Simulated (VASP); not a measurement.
# Sr (P6/mmm) in VASP: notebook

Runs on Sr. Level: PBE. Tasks: single point.

Program: VASP 6.6.1. These are calculated values, not measurements. Logs are shortened: lines on timing, memory, paths and dates and some standing lists are left out, and cuts for length are marked.

## (1) The cell of the first run

Symmetry: P6/mmm, No. 191, hexagonal system. Conventional cell: a = 3.863 Å, b = 3.863 Å, c = 3.575 Å, α = 90.00°, β = 90.00°, γ = 120.00°. Sr (site symmetry 6/mmm) has 8 Sr at 3.57 to 3.86 Å within 4.7 Å.

## (2) Single point, PBE (volume scaled by 0.84)

INCAR

```
SYSTEM = Sr
  PREC = Accurate
  ENCUT = 520
  EDIFF = 1E-6
  ISMEAR = -1
  SIGMA = 0.05
  LREAL = .FALSE.
  LASPH = .TRUE.
  NELM = 80
  ALGO = Normal
  ISIF = 2
  LWAVE = .FALSE.
  LCHARG = .FALSE.
  GGA = PE
  NBANDS = 11
```

KPOINTS

```
regular mesh
0
G
  11 11 10
  0 0 0
```

POSCAR

```
Sr
1.0
    3.8632180241      0.0000000000      0.0000000000
   -1.9316090120      3.3456449493      0.0000000000
    0.0000000000      0.0000000000      3.5748343337
Sr
1
Direct
    0.0000000000      0.0000000000      0.0000000000
```

Potentials or basis: VASP PAW PBE potentials, release 64 (Sr_sv).

Run with:

```
> cat potpaw_PBE.64/Sr_sv/POTCAR > POTCAR
> mpirun -np 1 vasp_std > vasp.out
```

OUTCAR:

```text
SYSTEM = Sr
   PREC = Accurate
   ENCUT = 520
   EDIFF = 1E-6
   ISMEAR = -1
   LREAL = .FALSE.
   LASPH = .TRUE.
   NELM = 80
   ISIF = 2
   GGA = PE

 ion  position               nearest neighbor table
   1  0.000  0.000  0.000-

  LATTYP: Found a hexagonal cell.
 ALAT       =     3.8632180241
 C/A-ratio  =     0.9253514328

  Lattice vectors:

 A1 = (   3.8632180241,   0.0000000000,   0.0000000000)
 A2 = (  -1.9316090120,   3.3456449493,   0.0000000000)
 A3 = (   0.0000000000,   0.0000000000,   3.5748343337)

Analysis of symmetry for initial positions (statically):
=====================================================================
 Subroutine PRICEL returns:
 Original cell was already a primitive cell.

 Routine SETGRP: Setting up the symmetry group for a
 hexagonal supercell.

 Subroutine GETGRP returns: Found 24 space group operations
 (whereof 24 operations were pure point group operations)
 out of a pool of 24 trial point group operations.

The static configuration has the point symmetry D_6h.

Analysis of symmetry for dynamics (positions and initial velocities):
=====================================================================
 Subroutine PRICEL returns:
 Original cell was already a primitive cell.

 Routine SETGRP: Setting up the symmetry group for a
 hexagonal supercell.

 Subroutine GETGRP returns: Found 24 space group operations
 (whereof 24 operations were pure point group operations)
 out of a pool of 24 trial point group operations.

The dynamic configuration has the point symmetry D_6h.

 Subroutine INISYM returns: Found 24 space group operations
 (whereof 24 operations are pure point group operations),
 and found     1 'primitive' translations

----------------------------------------------------------------------------------------

                                     Primitive cell

  volume of cell :      46.2046

  direct lattice vectors                    reciprocal lattice vectors
     3.863218024  0.000000000  0.000000000     0.258851557  0.149448016  0.000000000
    -1.931609012  3.345644949  0.000000000     0.000000000  0.298896032  0.000000000
     0.000000000  0.000000000  3.574834334     0.000000000  0.000000000  0.279733243

  length of vectors
     3.863218024  3.863218024  3.574834334     0.298896032  0.298896032  0.279733243

  position of ions in fractional coordinates (direct lattice)
     0.000000000  0.000000000  0.000000000

  ion indices of the primitive-cell ions
   primitive index   ion index
                 1           1

----------------------------------------------------------------------------------------

 KPOINTS: regular mesh

Automatic generation of k-mesh.
 Grid dimensions read from file:
 generate k-points for:   11   11   10

 Generating k-lattice:

  Cartesian coordinates                     Fractional coordinates (reciprocal lattice)
     0.023531960  0.013586183  0.000000000     0.090909091  0.000000000  0.000000000
     0.000000000  0.027172367  0.000000000     0.000000000  0.090909091  0.000000000
     0.000000000  0.000000000  0.027973324     0.000000000  0.000000000  0.100000000

  Length of vectors
     0.027172367  0.027172367  0.027973324

  Shift w.r.t. Gamma in fractional coordinates (k-lattice)
     0.000000000  0.000000000  0.000000000

 Subroutine IBZKPT returns following result:
 ===========================================

 Found     96 irreducible k-points:

 Following reciprocal coordinates:
            Coordinates               Weight
  0.000000  0.000000  0.000000      1.000000
  0.090909 -0.000000  0.000000      6.000000
  0.181818 -0.000000  0.000000      6.000000
  0.272727  0.000000  0.000000      6.000000
  0.363636  0.000000  0.000000      6.000000
  0.454545 -0.000000  0.000000      6.000000
[... 16 lines left out ...]
  0.090909  0.090909  0.100000     12.000000
  0.181818  0.090909  0.100000     24.000000
 [... further k-points ...]
   k-points           NKPTS =     96   k-points in BZ     NKDIM =     96   number of bands    NBANDS=     11
   number of dos      NEDOS =    301   number of ions     NIONS =      1
   total plane-waves  NPLWV =  25200
   dimension x,y,z NGX =    30 NGY =   30 NGZ =   28
   dimension x,y,z NGXF=    60 NGYF=   60 NGZF=   56
   ions per type =               1
   NGX,Y,Z   is equivalent  to a cutoff of  12.91, 12.91, 13.02 a.u.
   NGXF,Y,Z  is equivalent  to a cutoff of  25.82, 25.82, 26.04 a.u.
 SYSTEM =  Sr
   PREC   = accura    normal or accurate (medium, high low for compatibility)
   ISTART =      0    job   : 0-new  1-cont  2-samecut
   ICHARG =      2    charge: 1-file 2-atom 10-const
   ISPIN  =      1    spin polarized calculation?
   LNONCOLLINEAR =      F non collinear calculations
   LSORBIT =      F    spin-orbit coupling
   LASPH  =      T    aspherical Exc in radial PAW
   ENCUT  =  520.0 eV  38.22 Ry    6.18 a.u.   7.18  7.18  6.65*2*pi/ulx,y,z
   NELM   =     80;   NELMIN=  2; NELMDL= -5     # of ELM steps
   EDIFF  = 0.1E-05   stopping-criterion for ELM
   LREAL  =      F    real-space projection
   EDIFFG = 0.1E-04   stopping-criterion for IOM
   NSW    =      0    number of steps for IOM
   IBRION =     -1    ionic relax: 0-MD 1-quasi-New 2-CG
   NFREE  =      0    steps in history (QN), initial steepest desc. (CG)
   ISIF   =      2    stress and relaxation
   ISYM   =      2    0-nonsym 1-usesym 2-fastsym
   POTIM  = 0.5000    time-step for ionic-motion
   TEBEG  =    0.0;   TEEND  =   0.0 temperature during run
   PSTRESS=    0.0 pullay stress
   NELECT =      10.0000    total number of electrons
   NUPDOWN=      -1.0000    fix difference up-down
   EMIN   =  10.00;   EMAX   =-10.00  energy-range for DOS
   EFERMI =   0.00;   METHOD = LEGACY
   ISMEAR =    -1;   SIGMA  =   0.05  broadening in eV -4-tet -1-fermi 0-gaus
   EFERMI_NEDOS =   21; number of points for ismear=-14 and -15
   IALGO  =     38    algorithm
   IMIX   =      4    mixing-type and parameters
     AMIX     =   0.40;   BMIX     =  1.00
     AMIX_MAG =   1.60;   BMIX_MAG =  1.00
  volume/ion in A,a.u.               =      46.20       311.80
  Fermi-wavevector in a.u.,A,eV,Ry     =   0.982909  1.857428 13.144717  0.966109
  Thomas-Fermi vector in A             =   2.114027
   LORBIT       =      0    0 simple, 1 ext, 2 COOP (PROOUT), +10 PAW based schemes
   GGA     = PE    functional components
   LHFCALC =     F    Hartree Fock is set to
   AEXX    =    0.0000 exact exchange contribution
   IVDW    =     0    specifies the selected vdW correction
   LEPSILON=     F    determine dielectric tensor
   LRPA    =     F    only Hartree local field effects (RPA)
 non-spin polarized calculation
  energy-cutoff  :      520.00
  volume of cell :       46.20
 maximum number of plane-waves:      1257
 NGX is ok and might be reduce to    30
   NGX = 15   NGY = 15   NGZ = 13

 number of electron      10.0000000 magnetization

 Free energy of the ion-electron system (eV)
  ---------------------------------------------------
  ext. energy  EPLUGINS =         0.00000000
  ---------------------------------------------------
  free energy    TOTEN  =        -1.36605611 eV

  energy without entropy =       -1.35969262  energy(sigma->0) =       -1.36287437

 E-fermi :   2.1222     XC(G=0):  -7.8896

 val. band max:        2.1027593872   @ k =   0.3636   0.2727   0.5000
 cond. band min:       2.1236880340   @ k =   0.0000   0.0000   0.5000
 fundamental gap:      0.0209286468
 Fermi energy:         2.1221615022

 k-point     1 :       0.0000    0.0000    0.0000
  band No.  band energies     occupation
      1     -34.3152      2.00000
      2     -16.1337      2.00000
      3     -16.1337      2.00000
      4     -16.0653      2.00000
      5      -1.6172      2.00000
      6       2.8775      0.00000
      7       4.6417      0.00000
      8       4.6417      0.00000
      9       8.0264      0.00000
     10       8.0264      0.00000
     11       9.9394      0.00000

 k-point     2 :       0.0909   -0.0000    0.0000
  band No.  band energies     occupation
      1     -34.3124      2.00000
      2     -16.1675      2.00000
      3     -16.1412      2.00000
      4     -16.0618      2.00000
      5      -1.4626      2.00000
      6       2.9429      0.00000
      7       4.3557      0.00000
      8       4.7939      0.00000
      9       7.6920      0.00000
     10       7.9872      0.00000
     11      10.4366      0.00000

 k-point     3 :       0.1818   -0.0000    0.0000
  band No.  band energies     occupation
      1     -34.3048      2.00000
      2     -16.2566      2.00000
      3     -16.1614      2.00000
      4     -16.0526      2.00000
      5      -1.0232      2.00000
      6       3.1043      0.00000
      7       3.7583      0.00000
      8       5.2406      0.00000
      9       7.0699      0.00000
     10       7.8852      0.00000
     11      10.9405      0.00000

 k-point     4 :       0.2727    0.0000    0.0000
  band No.  band energies     occupation
      1     -34.2948      2.00000
      2     -16.3703      2.00000
      3     -16.1876      2.00000
      4     -16.0405      2.00000
      5      -0.3713      2.00000
      6       3.0666      0.00000
      7       3.3804      0.00000
      8       5.9514      0.00000
      9       6.5015      0.00000
     10       7.7578      0.00000
     11       9.8636      0.00000
[... 239 lines left out ...]
 k-point    22 :       0.4545   -0.0000    0.1000
  band No.  band energies     occupation
      1     -34.2761      2.00000
      2     -16.5241      2.00000
      3     -16.2203      2.00000
      4     -16.0741      2.00000
      5       1.0589      2.00000
      6       2.4263      0.00455
      7       3.3986      0.00000
      8       5.7658      0.00000
      9       7.0054      0.00000
     10       7.9126      0.00000
     11       9.1216      0.00000

 k-point    23 :       0.0909    0.0909    0.1000
  band No.  band energies     occupation
      1     -34.3030      2.00000
      2     -16.2216      2.00000
      3     -16.1523      2.00000
      4     -16.1094      2.00000
      5      -1.0126      2.00000
      6       3.1788      0.00000
      7       3.9822      0.00000
      8       5.1381      0.00000
      9       6.8428      0.00000
     10       7.5371      0.00000
     11      11.1728      0.00000

 k-point    24 :       0.1818    0.0909    0.1000
  band No.  band energies     occupation
      1     -34.2942      2.00000
      2     -16.3171      2.00000
      3     -16.1805      2.00000
      4     -16.0979      2.00000
      5      -0.4687      2.00000
      6       3.3220      0.00000
      7       3.4749      0.00000
      8       5.6344      0.00000
      9       6.3566      0.00000
     10       7.3536      0.00000
     11      10.7977      0.00000

 [... further k-points ...]
[... 5 lines left out ...]
  --------------------------------------------------------------------------------------
  -------------------------------------------------------------------------------------
  Total        0.6489772      0.6489772      0.6477951      0.0000000     -0.0000000      0.0000000
  in kB       22.5037569     22.5037569     22.4627662      0.0000000     -0.0000000      0.0000000
  external PRESSURE =      22.4900933 kB  Pullay stress =       0.0000000 kB

 VOLUME and BASIS-vectors are now :
 -----------------------------------------------------------------------------
  energy-cutoff  :      520.00
  volume of cell :       46.20
      direct lattice vectors                 reciprocal lattice vectors
     3.863218024  0.000000000  0.000000000     0.258851557  0.149448016  0.000000000
    -1.931609012  3.345644949  0.000000000     0.000000000  0.298896032  0.000000000
     0.000000000  0.000000000  3.574834334     0.000000000  0.000000000  0.279733243

 POSITION                                       TOTAL-FORCE (eV/Angst)
 -----------------------------------------------------------------------------------
      0.00000      0.00000      0.00000         0.000000      0.000000      0.000000
 -----------------------------------------------------------------------------------
    total drift:                                0.000000      0.000000     -0.000000

  FREE ENERGIE OF THE ION-ELECTRON SYSTEM (eV)
  ---------------------------------------------------
  free  energy   TOTEN  =        -1.3660561094 eV

  energy  without entropy=       -1.3596926238  energy(sigma->0) =       -1.36287437
```

Wall time 26 s (1 thread of Intel Xeon Platinum 8488C (Sapphire Rapids), shared host); peak memory 0.19 GiB.

What came out:

```
Free energy            : -1.3661 eV
Pressure               : 2.2 GPa
Band gap on the k mesh : zero (band 5 reaches 2.32 eV, above the bottom of band 6 at 1.89 eV)
```

Levels at points of the mesh, in eV from the Fermi level:
| k point | band 1 | band 2 | band 3 | band 4 | band 5 | band 6 | band 7 | band 8 | band 9 | band 10 |
| --- | --- | --- | --- | --- | --- | --- | --- | --- | --- | --- |
| (0.00, 0.00, 0.00) | -36.44 | -18.26 | -18.26 | -18.19 | -3.74 | 0.76 | 2.52 | 2.52 | 5.90 | 5.90 |
| (0.00, 0.00, 0.50) | -36.39 | -18.73 | -18.21 | -18.21 | -1.24 | 0.00 | 3.16 | 3.16 | 3.66 | 3.66 |

## (3) Single point, PBE (volume scaled by 0.92)

INCAR

```
SYSTEM = Sr
ALGO     = Normal         ! electronic algorithm
EDIFF    = 1E-6           ! SCF threshold, eV
ENCUT    = 520            ! plane-wave cutoff, eV
GGA      = PE             ! functional
ISIF     = 2              ! what is computed and relaxed
ISMEAR   = -1             ! smearing method
LASPH    = .TRUE.         ! aspherical terms in the spheres
LCHARG   = .FALSE.        ! write CHGCAR
LREAL    = .FALSE.        ! projectors in reciprocal space
LWAVE    = .FALSE.        ! write WAVECAR
NBANDS   = 11             ! bands
NELM     = 60             ! most SCF steps
PREC     = Accurate       ! precision mode
SIGMA    = 0.05           ! smearing width, eV
```

KPOINTS

```
k-points
0
G
  11 11 10
  0 0 0
```

POSCAR

```
Sr
1.0
    3.9739386933      0.0000000000      0.0000000000
   -1.9869693467      3.4415318615      0.0000000000
    0.0000000000      0.0000000000      3.7001605894
Sr
1
Direct
    0.0000000000      0.0000000000      0.0000000000
```

Potentials or basis: VASP PAW PBE potentials, release 64 (Sr_sv).

Run with:

```
> cat potpaw_PBE.64/Sr_sv/POTCAR > POTCAR
> mpirun -np 1 vasp_std > vasp.out
```

Wall time 26 s (1 thread of Intel Xeon Platinum 8488C (Sapphire Rapids), shared host); peak memory 0.2 GiB.

The run converged. Its results:

```yaml
Free_energy: -1.4091 eV
Pressure: 0.9 GPa
Band_gap_on_the_k_mesh: zero (band 5 reaches 1.95 eV, above the bottom of band 6 at 1.53 eV)
```

Levels at points of the mesh, in eV from the Fermi level:
| k point | band 1 | band 2 | band 3 | band 4 | band 5 | band 6 | band 7 | band 8 | band 9 | band 10 |
| --- | --- | --- | --- | --- | --- | --- | --- | --- | --- | --- |
| (0.00, 0.00, 0.00) | -36.57 | -18.42 | -18.42 | -18.37 | -3.63 | 0.79 | 2.44 | 2.44 | 5.48 | 5.48 |
| (0.00, 0.00, 0.50) | -36.54 | -18.77 | -18.38 | -18.38 | -1.30 | -0.13 | 3.01 | 3.01 | 3.50 | 3.50 |

(Continued in part 2 of 2.)
